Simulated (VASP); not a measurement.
Set up this calculation in VASP 6.6.1, as the native input.

| Item | Value |
| --- | --- |
| Task | single point |
| Functional | LDA |
| Potentials or basis | VASP PAW LDA potentials, release 64 (Sb) |
| Cutoff | 520 eV |
| k mesh | 8 × 8 × 8 |
| Occupations | fermi-dirac, width 0.05 eV |
| Spin | no spin polarisation |
| Dipole correction | no |
| Further INCAR settings | ALGO = Normal; EDIFF = 1e-06; NBANDS = 8 |

The structure of Sb lies in POSCAR:

```
Sb
1.0
    3.1387913073      0.0000000000      0.0000000000
    0.0000000000      3.1387913073      0.0000000000
    0.0000000000      0.0000000000      3.1387913073
Sb
1
Direct
    0.0000000000      0.0000000000      0.0000000000
```

The input as run:

INCAR

```
ALGO = Normal ; EDIFF = 1E-6
ENCUT = 520 ; GGA = CA
ISIF = 2 ; ISMEAR = -1
LASPH = True ; LCHARG = False
LREAL = False ; LWAVE = False
NBANDS = 8 ; NELM = 80
PREC = Accurate ; SIGMA = 0.05
```

KPOINTS

```
k-points
0
Gamma
  8 8 8
```

Potentials or basis: VASP PAW LDA potentials, release 64 (Sb).

Command:

```sh
$ cat potpaw_LDA.64/Sb/POTCAR > POTCAR
$ mpirun -np 1 vasp_std > vasp.out
```

It gave:

| Quantity | Value |
| --- | --- |
| Pressure | -4.7 GPa |

Wall time 2.8 s on 1 thread of Intel(R) Xeon(R) Platinum 8488C (Sapphire Rapids) (shared host), peak memory 0.12 GiB.
